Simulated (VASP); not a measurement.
# Ni (Fm-3m) in VASP: notebook

The runs below take Ni through relaxation of cell and atoms, with PBE.

Everything below comes from runs of VASP 6.6.1. Logs are shortened: lines on timing, memory, paths and dates and some standing lists are left out, and cuts for length are marked.

## 1. The cell of the first run

The structure is cubic, space group Fm-3m (No. 225). Conventional cell: a = 3.525 Å, b = 3.525 Å, c = 3.525 Å, α = 90.00°, β = 90.00°, γ = 90.00°. Ni (site symmetry m-3m) has 12 Ni at 2.49 Å within 3.3 Å.

## 2. Relaxation of cell and atoms, PBE, collinear spin, ferromagnetic start, target pressure -0.94 GPa, at which the enthalpy is minimised

Contents of INCAR:

```
SYSTEM = Ni
PREC     = Accurate       ! precision mode
ENCUT    = 600            ! plane-wave cutoff, eV
EDIFF    = 1E-6           ! SCF threshold, eV
ISMEAR   = -1             ! smearing method
SIGMA    = 0.05           ! smearing width, eV
LREAL    = .False.        ! projectors in reciprocal space
LASPH    = .True.         ! aspherical terms in the spheres
NELM     = 150            ! most SCF steps
ALGO     = Normal         ! electronic algorithm
ISIF     = 3              ! what is computed and relaxed
LWAVE    = .False.        ! write WAVECAR
LCHARG   = .False.        ! write CHGCAR
ISPIN    = 2              ! spin polarisation
MAGMOM   = 1              ! initial moments
LORBIT   = 11             ! projections on sites
LMAXMIX  = 4              ! l up to which the mixer works
GGA      = PE             ! functional
IBRION   = 2              ! ionic algorithm
NSW      = 60             ! ionic steps
EDIFFG   = -0.005         ! ionic threshold
PSTRESS  = -9.399999999999999
```

Contents of KPOINTS:

```
regular mesh
0
Gamma
  19 19 19
  0 0 0
```

Contents of POSCAR:

```
Ni
1.0
    0.0000000000      1.7627176325      1.7627176325
    1.7627176325      0.0000000000      1.7627176325
    1.7627176325      1.7627176325      0.0000000000
Ni
1
Direct
    0.0000000000      0.0000000000      0.0000000000
```

Potentials or basis: VASP PAW PBE potentials, release 64 (Ni).

Launch:

```bash
$ cat potpaw_PBE.64/Ni/POTCAR > POTCAR
$ mpirun -np 1 vasp_std > vasp.out
```

OUTCAR:

```text
SYSTEM = Ni
   PREC = Accurate
   ENCUT = 600
   EDIFF = 1E-6
   ISMEAR = -1
   LREAL = .False.
   LASPH = .True.
   NELM = 150
   ISIF = 3
   ISPIN = 2
   LORBIT = 11
   GGA = PE
   IBRION = 2
   NSW = 60
   EDIFFG = -0.005
   PSTRESS = -9.399999999999999

 ion  position               nearest neighbor table
   1  0.000  0.000  0.000-

  LATTYP: Found a face centered cubic cell.
 ALAT       =     3.5254352650

  Lattice vectors:

 A1 = (   0.0000000000,   1.7627176325,   1.7627176325)
 A2 = (   1.7627176325,   0.0000000000,   1.7627176325)
 A3 = (   1.7627176325,   1.7627176325,   0.0000000000)

Analysis of symmetry for initial positions (statically):
=====================================================================
 Subroutine PRICEL returns:
 Original cell was already a primitive cell.

 Routine SETGRP: Setting up the symmetry group for a
 face centered cubic supercell.

 Subroutine GETGRP returns: Found 48 space group operations
 (whereof 48 operations were pure point group operations)
 out of a pool of 48 trial point group operations.

The static configuration has the point symmetry O_h .

Analysis of symmetry for dynamics (positions and initial velocities):
=====================================================================
 Subroutine PRICEL returns:
 Original cell was already a primitive cell.

 Routine SETGRP: Setting up the symmetry group for a
 face centered cubic supercell.

 Subroutine GETGRP returns: Found 48 space group operations
 (whereof 48 operations were pure point group operations)
 out of a pool of 48 trial point group operations.

The dynamic configuration has the point symmetry O_h .

Analysis of structural, dynamic, and magnetic symmetry:
=====================================================================
 Subroutine PRICEL returns:
 Original cell was already a primitive cell.

 Routine SETGRP: Setting up the symmetry group for a
 face centered cubic supercell.

 Subroutine GETGRP returns: Found 48 space group operations
 (whereof 48 operations were pure point group operations)
 out of a pool of 48 trial point group operations.

The overall configuration has the point symmetry O_h .

 Subroutine INISYM returns: Found 48 space group operations
 (whereof 48 operations are pure point group operations),
 and found     1 'primitive' translations

----------------------------------------------------------------------------------------

                                     Primitive cell

  volume of cell :      10.9541

  direct lattice vectors                    reciprocal lattice vectors
     0.000000000  1.762717633  1.762717633    -0.283652918  0.283652918  0.283652918
     1.762717633  0.000000000  1.762717633     0.283652918 -0.283652918  0.283652918
     1.762717633  1.762717633  0.000000000     0.283652918  0.283652918 -0.283652918

  length of vectors
     2.492859183  2.492859183  2.492859183     0.491301266  0.491301266  0.491301266

  position of ions in fractional coordinates (direct lattice)
     0.000000000  0.000000000  0.000000000

  ion indices of the primitive-cell ions
   primitive index   ion index
                 1           1

----------------------------------------------------------------------------------------

 KPOINTS: regular mesh

Automatic generation of k-mesh.
 Grid dimensions read from file:
 generate k-points for:   19   19   19

 Generating k-lattice:

  Cartesian coordinates                     Fractional coordinates (reciprocal lattice)
    -0.014929101  0.014929101  0.014929101     0.052631579  0.000000000  0.000000000
     0.014929101 -0.014929101  0.014929101     0.000000000  0.052631579  0.000000000
     0.014929101  0.014929101 -0.014929101     0.000000000  0.000000000  0.052631579

  Length of vectors
     0.025857961  0.025857961  0.025857961

  Shift w.r.t. Gamma in fractional coordinates (k-lattice)
     0.000000000  0.000000000  0.000000000

 Subroutine IBZKPT returns following result:
 ===========================================

 Found    220 irreducible k-points:

 Following reciprocal coordinates:
            Coordinates               Weight
  0.000000  0.000000  0.000000      1.000000
  0.052632  0.000000  0.000000      8.000000
  0.105263  0.000000  0.000000      8.000000
  0.157895  0.000000  0.000000      8.000000
  0.210526  0.000000  0.000000      8.000000
  0.263158  0.000000  0.000000      8.000000
[... 16 lines left out ...]
 -0.315789  0.052632  0.000000     24.000000
 -0.263158  0.052632  0.000000     24.000000
 [... further k-points ...]
   k-points           NKPTS =    220   k-points in BZ     NKDIM =    220   number of bands    NBANDS=     10
   number of dos      NEDOS =    301   number of ions     NIONS =      1
   total plane-waves  NPLWV =   8000
   dimension x,y,z NGX =    20 NGY =   20 NGZ =   20
   dimension x,y,z NGXF=    40 NGYF=   40 NGZF=   40
   ions per type =               1
   NGX,Y,Z   is equivalent  to a cutoff of  13.34, 13.34, 13.34 a.u.
   NGXF,Y,Z  is equivalent  to a cutoff of  26.68, 26.68, 26.68 a.u.
 SYSTEM =  Ni
   PREC   = accura    normal or accurate (medium, high low for compatibility)
   ISTART =      0    job   : 0-new  1-cont  2-samecut
   ICHARG =      2    charge: 1-file 2-atom 10-const
   ISPIN  =      2    spin polarized calculation?
   LNONCOLLINEAR =      F non collinear calculations
   LSORBIT =      F    spin-orbit coupling
   LASPH  =      T    aspherical Exc in radial PAW
   ENCUT  =  600.0 eV  44.10 Ry    6.64 a.u.   4.98  4.98  4.98*2*pi/ulx,y,z
   NELM   =    150;   NELMIN=  2; NELMDL= -5     # of ELM steps
   EDIFF  = 0.1E-05   stopping-criterion for ELM
   LREAL  =      F    real-space projection
   EDIFFG = -.5E-02   stopping-criterion for IOM
   NSW    =     60    number of steps for IOM
   IBRION =      2    ionic relax: 0-MD 1-quasi-New 2-CG
   NFREE  =      1    steps in history (QN), initial steepest desc. (CG)
   ISIF   =      3    stress and relaxation
   ISYM   =      2    0-nonsym 1-usesym 2-fastsym
   POTIM  = 0.5000    time-step for ionic-motion
   TEBEG  =    0.0;   TEEND  =   0.0 temperature during run
   PSTRESS=   -9.4 pullay stress
   NELECT =      10.0000    total number of electrons
   NUPDOWN=      -1.0000    fix difference up-down
   EMIN   =  10.00;   EMAX   =-10.00  energy-range for DOS
   EFERMI =   0.00;   METHOD = LEGACY
   ISMEAR =    -1;   SIGMA  =   0.05  broadening in eV -4-tet -1-fermi 0-gaus
   EFERMI_NEDOS =   21; number of points for ismear=-14 and -15
   IALGO  =     38    algorithm
   IMIX   =      4    mixing-type and parameters
     AMIX     =   0.40;   BMIX     =  1.00
     AMIX_MAG =   1.60;   BMIX_MAG =  1.00
  volume/ion in A,a.u.               =      10.95        73.92
  Fermi-wavevector in a.u.,A,eV,Ry     =   1.588115  3.001103 34.315401  2.522111
  Thomas-Fermi vector in A             =   2.687169
   LORBIT       =     11    0 simple, 1 ext, 2 COOP (PROOUT), +10 PAW based schemes
   GGA     = PE    functional components
   LHFCALC =     F    Hartree Fock is set to
   AEXX    =    0.0000 exact exchange contribution
   IVDW    =     0    specifies the selected vdW correction
   LEPSILON=     F    determine dielectric tensor
   LRPA    =     F    only Hartree local field effects (RPA)
 conjugate gradient relaxation of ions
 spin polarized calculation
  energy-cutoff  :      600.00
  volume of cell :       10.95
 maximum number of plane-waves:       376
   NGX =  9   NGY =  9   NGZ =  9

--------------------------------------- Ionic step        1  -------------------------------------------

 number of electron      10.0000010 magnetization       0.6348232

 Free energy of the ion-electron system (eV)
  ---------------------------------------------------
  ext. energy  EPLUGINS =         0.00000000
  ---------------------------------------------------
  free energy    TOTEN  =        -5.47594794 eV

  energy without entropy =       -5.46097222  energy(sigma->0) =       -5.46846008

------------------------ aborting loop because EDIFF is reached ----------------------------------------

  FORCE on cell =-STRESS in cart. coord.  units (eV):
  Direction    XX          YY          ZZ          XY          YZ          ZX
  --------------------------------------------------------------------------------------
  -------------------------------------------------------------------------------------
  Total       -0.0864939     -0.0864939     -0.0864939      0.0000000      0.0000000      0.0000000
  in kB      -12.6508003    -12.6508003    -12.6508003      0.0000000      0.0000000      0.0000000
  external PRESSURE =      -3.2508003 kB  Pullay stress =      -9.4000000 kB

 VOLUME and BASIS-vectors are now :
 -----------------------------------------------------------------------------
  energy-cutoff  :      600.00
  volume of cell :       10.95
      direct lattice vectors                 reciprocal lattice vectors
     0.000000000  1.762717633  1.762717633    -0.283652918  0.283652918  0.283652918
     1.762717633  0.000000000  1.762717633     0.283652918 -0.283652918  0.283652918
     1.762717633  1.762717633  0.000000000     0.283652918  0.283652918 -0.283652918
[... 44 lines left out ...]
  FREE ENERGIE OF THE ION-ELECTRON SYSTEM (eV)
  ---------------------------------------------------
  free  energy   TOTEN  =        -5.4761315082 eV

  energy  without entropy=       -5.4611835274  energy(sigma->0) =       -5.46865752

  enthalpy is  TOTEN    =        -5.5401931064 eV   P V=       -0.0640615982

--------------------------------------- Ionic step        3  -------------------------------------------

 number of electron      10.0000010 magnetization       0.6347592

 Free energy of the ion-electron system (eV)
  ---------------------------------------------------
  ext. energy  EPLUGINS =         0.00000000
  ---------------------------------------------------
  free energy    TOTEN  =        -5.47602793 eV

  energy without entropy =       -5.46106837  energy(sigma->0) =       -5.46854815

 E-fermi :   9.3013     XC(G=0): -13.2220

 val. band max:        9.2998592281   @ k =   0.4211   0.3158   0.1053
 cond. band min:       9.3027847936   @ k =   0.3684   0.2632   0.0000
 fundamental gap:      0.0029255655
 Fermi energy:         9.3012650595

 spin component 1

 k-point     1 :       0.0000    0.0000    0.0000
  band No.  band energies     occupation
      1       0.3256      1.00000
      2       6.8716      1.00000
      3       6.8716      1.00000
      4       6.8716      1.00000
      5       8.0395      1.00000
      6       8.0395      1.00000
      7      32.9734      0.00000
      8      36.7878      0.00000
      9      36.7878      0.00000
     10      36.7878      0.00000

 k-point     2 :       0.0526    0.0000    0.0000
  band No.  band energies     occupation
      1       0.4337      1.00000
      2       6.8438      1.00000
      3       6.8958      1.00000
      4       6.8958      1.00000
      5       8.0291      1.00000
      6       8.0291      1.00000
      7      32.6351      0.00000
      8      35.3345      0.00000
      9      36.5162      0.00000
     10      36.5162      0.00000
[... 274 lines left out ...]
 k-point    24 :      -0.2632    0.0526    0.0000
  band No.  band energies     occupation
      1       3.1011      1.00000
      2       6.5439      1.00000
      3       7.0700      1.00000
      4       7.1186      1.00000
      5       8.0541      1.00000
      6       8.3678      1.00000
      7      22.2381      0.00000
      8      31.1368      0.00000
      9      34.1704      0.00000
     10      36.2602      0.00000

 [... further k-points ...]

 spin component 2

 k-point     1 :       0.0000    0.0000    0.0000
  band No.  band energies     occupation
      1       0.2904      1.00000
      2       7.6342      1.00000
      3       7.6342      1.00000
      4       7.6342      1.00000
      5       8.6343      1.00000
      6       8.6343      1.00000
      7      32.8069      0.00000
      8      36.7706      0.00000
      9      36.7706      0.00000
     10      36.7706      0.00000

 k-point     2 :       0.0526    0.0000    0.0000
  band No.  band energies     occupation
      1       0.3986      1.00000
      2       7.6026      1.00000
      3       7.6594      1.00000
      4       7.6594      1.00000
      5       8.6233      1.00000
      6       8.6233      1.00000
      7      32.5064      0.00000
      8      35.3251      0.00000
      9      36.5206      0.00000
     10      36.5206      0.00000
[... 308 lines left out ...]
 POSITION                                       TOTAL-FORCE (eV/Angst)
 -----------------------------------------------------------------------------------
      0.00000      0.00000      0.00000         0.000000      0.000000      0.000000
 -----------------------------------------------------------------------------------
    total drift:                                0.000000      0.000000      0.000000

  FREE ENERGIE OF THE ION-ELECTRON SYSTEM (eV)
  ---------------------------------------------------
  free  energy   TOTEN  =        -5.4760279347 eV

  energy  without entropy=       -5.4610683728  energy(sigma->0) =       -5.46854815

  enthalpy is  TOTEN    =        -5.5402226280 eV   P V=       -0.0641946933

 reached required accuracy - stopping structural energy minimisation

 total charge

# of ion       s       p       d       tot
------------------------------------------
    1        0.495   0.493   8.312   9.300

 magnetization (x)

# of ion       s       p       d       tot
------------------------------------------
    1       -0.006  -0.025   0.679   0.647
```

Wall time 80 s (1 thread of Intel Xeon 6975P-C (Granite Rapids), shared host); peak memory 0.17 GiB.

Results:

* Free energy: -5.4760 eV
* Relaxed volume: 10.94 Å³/atom
* Relaxed cell: a = 2.492 Å, b = 2.492 Å, c = 2.492 Å, α = 60.00°, β = 60.00°, γ = 60.00°
* Space group after relaxing (to 0.1 Å): Fm-3m (No. 225)
* Energy change on relaxing (the run minimises the enthalpy): -0.1 meV/atom
* Ionic steps: 3
* Pressure after relaxing: -0.9 GPa
* Net moment: 0.63 μB per cell
* Site moments: Ni +0.65 μB
* Valence electrons inside the program's atomic spheres: Ni 9.30

Final structure:
```xyz
1
Lattice="0.0000 1.7620 1.7620 1.7620 0.0000 1.7620 1.7620 1.7620 0.0000" Properties=species:S:1:pos:R:3 pbc="T T T"
Ni    0.0000    0.0000    0.0000
```

Levels at points of the mesh, in eV from the Fermi level:
Spin up:
| k point | band 3 | band 4 | band 5 | band 6 | band 7 | band 8 |
| --- | --- | --- | --- | --- | --- | --- |
| (0.00, 0.00, 0.00) | -2.43 | -2.43 | -1.26 | -1.26 | 23.67 | 27.49 |
Spin down:
```
           k point  band 1  band 2  band 3  band 4  band 5  band 6  band 7  band 8  band 9  band 10
(0.00, 0.00, 0.00)   -9.01   -1.67   -1.67   -1.67   -0.67   -0.67   23.51   27.47   27.47    27.47
```

Caveat: the cell is relaxed towards a set pressure, so the run minimises the enthalpy, not the energy.

## 3. Relaxation of cell and atoms, PBE, collinear spin, ferromagnetic start, target pressure -0.94 GPa, at which the enthalpy is minimised

Contents of INCAR:

```
ALGO     = Normal         # electronic algorithm
EDIFF    = 1E-6           # SCF threshold, eV
EDIFFG   = -0.005         # ionic threshold
ENCUT    = 600            # plane-wave cutoff, eV
GGA      = PE             # functional
IBRION   = 2              # ionic algorithm
ISIF     = 3              # what is computed and relaxed
ISMEAR   = -1             # smearing method
ISPIN    = 2              # spin polarisation
LASPH    = True           # aspherical terms in the spheres
LCHARG   = False          # write CHGCAR
LMAXMIX  = 4              # l up to which the mixer works
LORBIT   = 11             # projections on sites
LREAL    = False          # projectors in reciprocal space
LWAVE    = False          # write WAVECAR
MAGMOM   = 1              # initial moments
NELM     = 150            # most SCF steps
NSW      = 32             # ionic steps
PREC     = Accurate       # precision mode
PSTRESS  = -9.399999999999999
SIGMA    = 0.05           # smearing width, eV
```

Contents of KPOINTS:

```
k-points
0
Gamma
  19 19 19
```

POSCAR is that of step 2.

Potentials or basis: VASP PAW PBE potentials, release 64 (Ni).

Launch:

```bash
$ cat potpaw_PBE.64/Ni/POTCAR > POTCAR
$ mpirun -np 1 vasp_std > vasp.out
```

Wall time 81 s (1 thread of Intel Xeon 6975P-C (Granite Rapids), shared host); peak memory 0.18 GiB.

It converged, with:

```
Free energy                                                : -5.4760 eV
Relaxed volume                                             : 10.94 Å³/atom
Relaxed cell                                               : a = 2.492 Å, b = 2.492 Å, c = 2.492 Å, α = 60.00°, β = 60.00°, γ = 60.00°
Space group after relaxing (to 0.1 Å)                      : Fm-3m (No. 225)
Energy change on relaxing (the run minimises the enthalpy) : -0.1 meV/atom
Ionic steps                                                : 3
Pressure after relaxing                                    : -0.9 GPa
Net moment                                                 : 0.63 μB per cell
Site moments                                               : Ni +0.65 μB
Valence electrons inside the program's atomic spheres      : Ni 9.30
```

Final structure:
```xyz
1
Lattice="0.0000 1.7620 1.7620 1.7620 0.0000 1.7620 1.7620 1.7620 0.0000" Properties=species:S:1:pos:R:3 pbc="T T T"
Ni    0.0000    0.0000    0.0000
```

Levels at points of the mesh, in eV from the Fermi level:
Spin up:
```tsv
k point	band 2	band 3	band 4	band 5	band 6	band 7	band 8	band 9
(0.00, 0.00, 0.00)	-2.43	-2.43	-2.43	-1.26	-1.26	23.67	27.49	27.49
```
Spin down:
| k point | band 2 | band 3 | band 4 | band 5 | band 6 | band 7 | band 8 | band 9 |
| --- | --- | --- | --- | --- | --- | --- | --- | --- |
| (0.00, 0.00, 0.00) | -1.67 | -1.67 | -1.67 | -0.67 | -0.67 | 23.51 | 27.47 | 27.47 |

Caveat: the cell is relaxed towards a set pressure, so the run minimises the enthalpy, not the energy.
